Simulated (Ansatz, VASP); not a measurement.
Au: VASP beside Ansatz

```xyz
1
Lattice="-1.7401 1.7401 1.7401 1.7401 -1.7401 1.7401 1.7401 1.7401 -1.7401" Properties=species:S:1:pos:R:3 pbc="T T T"
Au    0.0000    0.0000    0.0000
```

Change from the starting cell: strain +0.050 along x and y, +0.050 along z, atoms carried along.

Alike in both runs: task single point; functional r2SCAN; k mesh 20 × 20 × 20; occupations gaussian, width 0.15 eV; no spin polarisation.

```csv
,VASP,Ansatz
version,VASP 6.6.1,Ansatz 0.2.0
potentials or method,"VASP PAW PBE potentials, release 64 (Au), cutoff 520 eV","scalar-relativistic, plane waves, PAW"
valence electrons in the cell,11,19
```

```tsv
	VASP	Ansatz	Ansatz less VASP
gap on the k mesh at the Fermi level (eV)	none	none	-
pressure (GPa)	-15.8	-15.8	-0.05
```

VASP's potentials were made for PBE, not for r2SCAN. A gap of «none» marks a metal or a gap that the smearing closes. VASP's potentials hold 11 valence electrons a cell and Ansatz's 19, so a difference there can come from the potentials and not from the codes.

Spin-orbit coupling is off throughout.
